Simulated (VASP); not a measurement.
# Hg (R-3m) in VASP: a series of runs

Hg is run at these levels: PBE; tasks: single point.

All numbers are computed with VASP 6.6.1; they aren't measurements. Logs are shortened: lines on timing, memory, paths and dates and some standing lists are left out, and cuts for length are marked.

**1. The cell of the first run**

Symmetry: R-3m, No. 166, trigonal system. Conventional cell: a = 4.157 Å, b = 4.157 Å, c = 5.924 Å, α = 90.00°, β = 90.00°, γ = 120.00°. Within 4.1 Å of Hg (site symmetry -3m) lie 6 Hg at 3.11 Å.

**2. Single point, PBE**

File INCAR:

```
SYSTEM = Hg
PREC = Accurate
ENCUT = 520
EDIFF = 1E-6
ISMEAR = 0
SIGMA = 0.03
LREAL = .FALSE.
LASPH = .TRUE.
NELM = 100
ALGO = Normal
ISIF = 2
LWAVE = .FALSE.
LCHARG = .FALSE.
GGA = PE
NBANDS = 12
```

File KPOINTS:

```
Automatic mesh
0
G
  10 10 10
  0 0 0
```

File POSCAR:

```
Hg
1.0
    2.0783995336      1.1999645302      1.9747385792
   -2.0783995336      1.1999645302      1.9747385792
    0.0000000000     -2.3999290604      1.9747385791
Hg
1
Direct
    0.0000000000      1.0000000000      0.0000000000
```

Potentials or basis: VASP PAW PBE potentials, release 64 (Hg).

Started as:

```sh
$ cat potpaw_PBE.64/Hg/POTCAR > POTCAR
$ mpirun -np 1 vasp_std > vasp.out
```

OUTCAR:

```text
SYSTEM = Hg
   PREC = Accurate
   ENCUT = 520
   EDIFF = 1E-6
   ISMEAR = 0
   LREAL = .FALSE.
   LASPH = .TRUE.
   NELM = 100
   ISIF = 2
   GGA = PE

 ion  position               nearest neighbor table
   1  0.000  0.000  0.000-

  LATTYP: Found a trigonal (rhomboedric) cell.
 ALAT       =     3.1079337109
 COS(alpha) =     0.1055736732

  Lattice vectors:

 A1 = (   2.0783995336,   1.1999645302,   1.9747385792)
 A2 = (  -2.0783995336,   1.1999645302,   1.9747385792)
 A3 = (   0.0000000000,  -2.3999290604,   1.9747385791)

Analysis of symmetry for initial positions (statically):
=====================================================================
 Subroutine PRICEL returns:
 Original cell was already a primitive cell.

 Routine SETGRP: Setting up the symmetry group for a
 trigonal (rhombohedral) supercell.

 Subroutine GETGRP returns: Found 12 space group operations
 (whereof 12 operations were pure point group operations)
 out of a pool of 12 trial point group operations.

The static configuration has the point symmetry D_3d.

Analysis of symmetry for dynamics (positions and initial velocities):
=====================================================================
 Subroutine PRICEL returns:
 Original cell was already a primitive cell.

 Routine SETGRP: Setting up the symmetry group for a
 trigonal (rhombohedral) supercell.

 Subroutine GETGRP returns: Found 12 space group operations
 (whereof 12 operations were pure point group operations)
 out of a pool of 12 trial point group operations.

The dynamic configuration has the point symmetry D_3d.

 Subroutine INISYM returns: Found 12 space group operations
 (whereof 12 operations are pure point group operations),
 and found     1 'primitive' translations

----------------------------------------------------------------------------------------

                                     Primitive cell

  volume of cell :      29.5501

  direct lattice vectors                    reciprocal lattice vectors
     2.078399534  1.199964530  1.974738579     0.240569723  0.138892994  0.168798714
    -2.078399534  1.199964530  1.974738579    -0.240569723  0.138892994  0.168798714
     0.000000000 -2.399929060  1.974738579     0.000000000 -0.277785989  0.168798714

  length of vectors
     3.107933711  3.107933711  3.107933711     0.325050860  0.325050860  0.325050860

  position of ions in fractional coordinates (direct lattice)
     0.000000000  0.000000000  0.000000000

  ion indices of the primitive-cell ions
   primitive index   ion index
                 1           1

----------------------------------------------------------------------------------------

 KPOINTS: Automatic mesh

Automatic generation of k-mesh.
 Grid dimensions read from file:
 generate k-points for:   10   10   10

 Generating k-lattice:

  Cartesian coordinates                     Fractional coordinates (reciprocal lattice)
     0.024056972  0.013889299  0.016879871     0.100000000  0.000000000  0.000000000
    -0.024056972  0.013889299  0.016879871     0.000000000  0.100000000  0.000000000
     0.000000000 -0.027778599  0.016879871     0.000000000  0.000000000  0.100000000

  Length of vectors
     0.032505086  0.032505086  0.032505086

  Shift w.r.t. Gamma in fractional coordinates (k-lattice)
     0.000000000  0.000000000  0.000000000

 Subroutine IBZKPT returns following result:
 ===========================================

 Found    116 irreducible k-points:

 Following reciprocal coordinates:
            Coordinates               Weight
  0.000000  0.000000  0.000000      1.000000
  0.100000 -0.000000  0.000000      6.000000
  0.200000 -0.000000  0.000000      6.000000
  0.300000 -0.000000  0.000000      6.000000
  0.400000  0.000000  0.000000      6.000000
  0.500000  0.000000  0.000000      3.000000
[... 16 lines left out ...]
  0.300000  0.300000  0.000000      6.000000
  0.400000  0.300000 -0.000000     12.000000
 [... further k-points ...]
   k-points           NKPTS =    116   k-points in BZ     NKDIM =    116   number of bands    NBANDS=     12
   number of dos      NEDOS =    301   number of ions     NIONS =      1
   total plane-waves  NPLWV =  13824
   dimension x,y,z NGX =    24 NGY =   24 NGZ =   24
   dimension x,y,z NGXF=    48 NGYF=   48 NGZF=   48
   ions per type =               1
   NGX,Y,Z   is equivalent  to a cutoff of  12.84, 12.84, 12.84 a.u.
   NGXF,Y,Z  is equivalent  to a cutoff of  25.68, 25.68, 25.68 a.u.
 SYSTEM =  Hg
   PREC   = accura    normal or accurate (medium, high low for compatibility)
   ISTART =      0    job   : 0-new  1-cont  2-samecut
   ICHARG =      2    charge: 1-file 2-atom 10-const
   ISPIN  =      1    spin polarized calculation?
   LNONCOLLINEAR =      F non collinear calculations
   LSORBIT =      F    spin-orbit coupling
   LASPH  =      T    aspherical Exc in radial PAW
   ENCUT  =  520.0 eV  38.22 Ry    6.18 a.u.   5.78  5.78  5.78*2*pi/ulx,y,z
   NELM   =    100;   NELMIN=  2; NELMDL= -5     # of ELM steps
   EDIFF  = 0.1E-05   stopping-criterion for ELM
   LREAL  =      F    real-space projection
   EDIFFG = 0.1E-04   stopping-criterion for IOM
   NSW    =      0    number of steps for IOM
   IBRION =     -1    ionic relax: 0-MD 1-quasi-New 2-CG
   NFREE  =      0    steps in history (QN), initial steepest desc. (CG)
   ISIF   =      2    stress and relaxation
   ISYM   =      2    0-nonsym 1-usesym 2-fastsym
   POTIM  = 0.5000    time-step for ionic-motion
   TEBEG  =    0.0;   TEEND  =   0.0 temperature during run
   PSTRESS=    0.0 pullay stress
   NELECT =      12.0000    total number of electrons
   NUPDOWN=      -1.0000    fix difference up-down
   EMIN   =  10.00;   EMAX   =-10.00  energy-range for DOS
   EFERMI =   0.00;   METHOD = LEGACY
   ISMEAR =     0;   SIGMA  =   0.03  broadening in eV -4-tet -1-fermi 0-gaus
   EFERMI_NEDOS =   21; number of points for ismear=-14 and -15
   IALGO  =     38    algorithm
   IMIX   =      4    mixing-type and parameters
     AMIX     =   0.40;   BMIX     =  1.00
     AMIX_MAG =   1.60;   BMIX_MAG =  1.00
  volume/ion in A,a.u.               =      29.55       199.41
  Fermi-wavevector in a.u.,A,eV,Ry     =   1.212316  2.290945 19.996617  1.469710
  Thomas-Fermi vector in A             =   2.347804
   LORBIT       =      0    0 simple, 1 ext, 2 COOP (PROOUT), +10 PAW based schemes
   GGA     = PE    functional components
   LHFCALC =     F    Hartree Fock is set to
   AEXX    =    0.0000 exact exchange contribution
   IVDW    =     0    specifies the selected vdW correction
   LEPSILON=     F    determine dielectric tensor
   LRPA    =     F    only Hartree local field effects (RPA)
 non-spin polarized calculation
 Gauss-broadening in eV      SIGMA  =   0.03
  energy-cutoff  :      520.00
  volume of cell :       29.55
 maximum number of plane-waves:       811
   NGX = 11   NGY = 11   NGZ = 11

 number of electron      12.0000000 magnetization

 Free energy of the ion-electron system (eV)
  ---------------------------------------------------
  ext. energy  EPLUGINS =         0.00000000
  ---------------------------------------------------
  free energy    TOTEN  =        -0.17162052 eV

  energy without entropy =       -0.17140904  energy(sigma->0) =       -0.17151478

 E-fermi :   1.2049     XC(G=0):  -9.5671

 val. band max:        1.1998684642   @ k =  -0.2000   0.5000   0.1000
 cond. band min:       1.4627545355   @ k =   0.5000   0.5000   0.0000
 fundamental gap:      0.2628860712
 Fermi energy:         1.2048825699

 k-point     1 :       0.0000    0.0000    0.0000
  band No.  band energies     occupation
      1      -6.4066      2.00000
      2      -6.2184      2.00000
      3      -6.2184      2.00000
      4      -4.5930      2.00000
      5      -4.5930      2.00000
      6      -4.5514      2.00000
      7      10.9699      0.00000
      8      10.9699      0.00000
      9      11.1902      0.00000
     10      14.2593      0.00000
     11      15.9947      0.00000
     12      15.9947      0.00000

 k-point     2 :       0.1000   -0.0000    0.0000
  band No.  band energies     occupation
      1      -6.2844      2.00000
      2      -6.2060      2.00000
      3      -6.0743      2.00000
      4      -4.6433      2.00000
      5      -4.6188      2.00000
      6      -4.5677      2.00000
      7       9.2862      0.00000
      8      11.1871      0.00000
      9      11.3350      0.00000
     10      14.8613      0.00000
     11      15.9813      0.00000
     12      17.4383      0.00000

 k-point     3 :       0.2000   -0.0000    0.0000
  band No.  band energies     occupation
      1      -6.1743      2.00000
      2      -6.1669      2.00000
      3      -5.4173      2.00000
      4      -4.7708      2.00000
      5      -4.7256      2.00000
      6      -4.5637      2.00000
      7       6.5944      0.00000
      8      11.7833      0.00000
      9      11.8783      0.00000
     10      15.2978      0.00000
     11      15.9598      0.00000
     12      20.6082      0.00000
[... 286 lines left out ...]
 k-point    23 :       0.3000    0.3000    0.0000
  band No.  band energies     occupation
      1      -6.0130      2.00000
      2      -5.5422      2.00000
      3      -4.9987      2.00000
      4      -4.8614      2.00000
      5      -4.8146      2.00000
      6      -3.1959      2.00000
      7       5.7260      0.00000
      8       6.5411      0.00000
      9      11.9043      0.00000
     10      13.4727      0.00000
     11      17.5348      0.00000
     12      20.4733      0.00000

 k-point    24 :       0.4000    0.3000   -0.0000
  band No.  band energies     occupation
      1      -5.9758      2.00000
      2      -5.6966      2.00000
      3      -4.9600      2.00000
      4      -4.8281      2.00000
      5      -4.7457      2.00000
      6      -1.9504      2.00000
      7       3.5702      0.00000
      8       7.0448      0.00000
      9      10.6367      0.00000
     10      14.1201      0.00000
     11      18.3327      0.00000
     12      19.5721      0.00000

 [... further k-points ...]

------------------------ aborting loop because EDIFF is reached ----------------------------------------

  FORCE on cell =-STRESS in cart. coord.  units (eV):
  Direction    XX          YY          ZZ          XY          YZ          ZX
  --------------------------------------------------------------------------------------
  -------------------------------------------------------------------------------------
  Total        0.0360604      0.0360604     -0.0140373      0.0000000      0.0000000     -0.0000000
  in kB        1.9551648      1.9551648     -0.7610905      0.0000000      0.0000000     -0.0000000
  external PRESSURE =       1.0497464 kB  Pullay stress =       0.0000000 kB

 VOLUME and BASIS-vectors are now :
 -----------------------------------------------------------------------------
  energy-cutoff  :      520.00
  volume of cell :       29.55
      direct lattice vectors                 reciprocal lattice vectors
     2.078399534  1.199964530  1.974738579     0.240569723  0.138892994  0.168798714
    -2.078399534  1.199964530  1.974738579    -0.240569723  0.138892994  0.168798714
     0.000000000 -2.399929060  1.974738579     0.000000000 -0.277785989  0.168798714

 POSITION                                       TOTAL-FORCE (eV/Angst)
 -----------------------------------------------------------------------------------
      0.00000      0.00000      0.00000        -0.000000      0.000000      0.000000
 -----------------------------------------------------------------------------------
    total drift:                                0.000000     -0.000000      0.000000

  FREE ENERGIE OF THE ION-ELECTRON SYSTEM (eV)
  ---------------------------------------------------
  free  energy   TOTEN  =        -0.1716205185 eV

  energy  without entropy=       -0.1714090423  energy(sigma->0) =       -0.17151478
```

Wall time 28 s (1 thread of Intel Xeon 8259CL, shared host); peak memory 0.16 GiB.

Results:

| Quantity | Value |
| --- | --- |
| Free energy | -0.1716 eV |
| Pressure | 0.1 GPa |
| Band gap on the k mesh | zero (band 6 reaches 4.26 eV, above the bottom of band 7 at 0.01 eV) |

Levels at points of the mesh, in eV from the Fermi level:
```csv
k point,band 4,band 5,band 6,band 7,band 8,band 9
"(0.00, 0.00, 0.00)",-5.80,-5.80,-5.76,9.77,9.77,9.99
"(0.50, 0.00, 0.00)",-6.18,-5.75,-2.77,-1.19,12.31,12.34
"(0.50, 0.50, 0.00)",-6.15,-5.27,0.26,1.10,2.49,7.42
"(0.50, 0.50, 0.50)",-5.25,-5.25,3.05,3.34,5.54,5.54
```

Caveat: spin-orbit coupling is left out, which moves the levels of the heavy elements.

**3. Single point, PBE**

File INCAR:

```
PREC     = Accurate       # precision mode
ENCUT    = 520            # plane-wave cutoff, eV
EDIFF    = 1E-7           # SCF threshold, eV
ISMEAR   = 0              # smearing method
SIGMA    = 0.1            # smearing width, eV
LREAL    = False          # projectors in reciprocal space
LASPH    = True           # aspherical terms in the spheres
NELM     = 60             # most SCF steps
ALGO     = Normal         # electronic algorithm
ISIF     = 2              # what is computed and relaxed
LWAVE    = False          # write WAVECAR
LCHARG   = False          # write CHGCAR
GGA      = PE             # functional
NBANDS   = 12             # bands
```

File KPOINTS:

```
regular mesh
0
Gamma
  10 10 10
```

POSCAR is that of step 2.

Potentials or basis: VASP PAW PBE potentials, release 64 (Hg).

Started as:

```sh
$ cat potpaw_PBE.64/Hg/POTCAR > POTCAR
$ mpirun -np 1 vasp_std > vasp.out
```

Wall time 26 s (1 thread of Intel Xeon 8259CL, shared host); peak memory 0.17 GiB.

The run converged. Its results:

```yaml
Free_energy: -0.1723 eV
Pressure: 0.1 GPa
Band_gap_on_the_k_mesh: zero (band 6 reaches 4.26 eV, above the bottom of band 7 at 0.01 eV)
```

Stress tensor (GPa, compression positive):
```
 0.16  0.00  0.00
 0.00  0.16  0.00
 0.00  0.00 -0.11
```

Levels at points of the mesh, in eV from the Fermi level:
```tsv
k point	band 4	band 5	band 6	band 7	band 8	band 9
(0.00, 0.00, 0.00)	-5.84	-5.84	-5.80	9.72	9.72	9.94
(0.50, 0.00, 0.00)	-6.22	-5.79	-2.81	-1.23	12.27	12.30
(0.50, 0.50, 0.00)	-6.19	-5.31	0.22	1.06	2.45	7.38
(0.50, 0.50, 0.50)	-5.29	-5.29	3.01	3.30	5.50	5.50
```

Caveat: spin-orbit coupling is left out, which moves the levels of the heavy elements.
